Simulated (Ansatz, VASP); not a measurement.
## AlNi3: VASP beside Ansatz

File INCAR:

```
  PREC = Accurate
  ENCUT = 520
  EDIFF = 1E-7
  ISMEAR = -1
  SIGMA = 0.03
  LREAL = F
  LASPH = T
  NELM = 150
  ALGO = Normal
  ISIF = 2
  LWAVE = F
  LCHARG = T
  ISPIN = 2
  MAGMOM = 0 0.3 0.3 -0.3
  LORBIT = 11
  LMAXMIX = 4
  GGA = PE
  LELF = T
  LVHAR = T
  NBANDS = 28
```

KPOINTS

```
regular mesh
0
Gamma
  10 10 10
```

The input POSCAR:

```
AlNi3
1.0
    3.5230547267      0.0000000000      0.0000000000
    0.0000000000      3.5230547267      0.0000000000
    0.0000000000      0.0000000000      3.5230547267
Al Ni
1 3
Direct
    0.0000000000      0.0000000000      0.0000000000
    0.0000000000      0.5000000000      0.5000000000
    0.5000000000      0.0000000000      0.5000000000
    0.5000000000      0.5000000000      0.0000000000
```

Input for Ansatz:

```yaml
crystal:
  lattice:
    - [3.5230547267, 0.0, 0.0]
    - [0.0, 3.5230547267, 0.0]
    - [0.0, 0.0, 3.5230547267]
  atoms:
    - { symbol: Al, position: [0.0, 0.0, 0.0] }
    - { symbol: Ni, position: [0.0, 0.5, 0.5], spin: 0.3 }
    - { symbol: Ni, position: [0.5, 0.0, 0.5], spin: 0.3 }
    - { symbol: Ni, position: [0.5, 0.5, 0.0], spin: -0.3 }
magnetization:
  spin_polarized: true
kpoints:
  mp_grid: { grid: [10, 10, 10] }
scf:
  occupations: { method: fermi_dirac, width: 0.03 }
  lower_state_search: "off"
hamiltonian:
  xc: pbe
  pseudopotentials: { kind: paw }
output:
  forces: true
  stress: true
  eigenvalues: true
  populations: true
  write_density: true
  write_potential: true
  elf: true
  volumetric_format: npy
```

Alike in both runs: task single point; functional PBE; k mesh 10 × 10 × 10; occupations fermi-dirac, width 0.03 eV; collinear spin.

|  | VASP | Ansatz |
| --- | --- | --- |
| version | VASP 6.6.1 | Ansatz 0.2.0 |
| potentials or method | VASP PAW PBE potentials, release 64 (Al, Ni) | PAW with Ansatz's default frozen-core files, scalar-relativistic |
| plane-wave cutoff (eV) | 520 | 420 |
| valence electrons in the cell | 33 | 57 |

VASP gave:

```
pressure (GPa)                                                : 7.0
net moment per atom (μB)                                      : 0.00
size of the moment on the site where the two differ most (μB) : 0.00
```

Task: Which values does Ansatz return?

Result: Pressure (GPa): 7.3; net moment per atom (μB): 0.18; size of the moment on the site where the two differ most (μB): 0.27.

The net moments are unlike, so the other rows may belong to different states. Site moments also hang on the region over which each program counts them. VASP's potentials hold 33 valence electrons a cell and Ansatz's 57, so a difference there can come from the potentials and not from the codes. Ansatz's warnings: seeded moment not kept.
